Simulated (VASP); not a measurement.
Here is a VASP 6.6.1 calculation.

The input INCAR:

```
PREC = Accurate ; ENCUT = 600
EDIFF = 1E-6 ; ISMEAR = 0
SIGMA = 0.01 ; LREAL = False
LASPH = True ; NELM = 120
ALGO = Normal ; ISIF = 2
LWAVE = False ; LCHARG = False
GGA = PS ; NBANDS = 76
GGA_COMPAT = False
```

The input KPOINTS:

```
Automatic mesh
0
Gamma
  6 6 6
```

POSCAR

```
AlGa3N4
1.0
   -5.1423512025      3.1649848011     -0.0001215039
    5.1423512025      3.1649848011      0.0001215039
    0.0035856884     -3.1649848011     -5.4784941380
Al Ga N
2 6 8
Direct
    0.9160194760      0.9166228994      0.3326423754
    0.4160194759      0.4166228994      0.3326423754
    0.8329818589      0.3320985615      0.6650804204
    0.3329818589      0.8320985615      0.6650804204
    0.3347078077      0.8337351917      0.1684429994
    0.8347078077      0.3337351917      0.1684429994
    0.4169788452      0.4168406264      0.8338194716
    0.9169788452      0.9168406264      0.8338194716
    0.0201169157      0.1397856692      0.6599025849
    0.5201169156      0.6397856692      0.6599025849
    0.5279889805      0.6456349602      0.1736239407
    0.0279889805      0.1456349602      0.1736239407
    0.6066700369      0.2271136761      0.8337837131
    0.1066700370      0.7271136761      0.8337837131
    0.6007355742      0.2319679203      0.3327034945
    0.1007355742      0.7319679203      0.3327034945
```

Potentials or basis: VASP PAW PBE potentials, release 64 (Al, Ga_d, N).

The run is started by

```bash
$ cat potpaw_PBE.64/Al/POTCAR potpaw_PBE.64/Ga_d/POTCAR potpaw_PBE.64/N/POTCAR > POTCAR
$ mpirun -np 1 vasp_std > vasp.out
```

Estimate the band gap on the k mesh.

2.38 eV.

What does it give for the largest force?

0.015 eV/Å.

What does it give for the pressure?

-0.3 GPa.

Forces in eV/Å, atoms in the order of the input:
```
Al   0.003  0.000  0.001
Al   0.003  0.000  0.001
Ga   0.005  0.000  0.000
Ga   0.005  0.000  0.000
Ga   0.008  0.000  0.002
Ga   0.008  0.000  0.002
Ga  -0.008  0.000  0.003
Ga  -0.008  0.000  0.003
N    0.004  0.000 -0.009
N    0.004  0.000 -0.009
N    0.003  0.000  0.007
N    0.003  0.000  0.007
N    0.000  0.000 -0.001
N    0.000  0.000 -0.001
N   -0.015  0.000 -0.002
N   -0.015  0.000 -0.002
```

Caveat: the PAW data sets were made with another functional, which shifts forces and pressure a little.
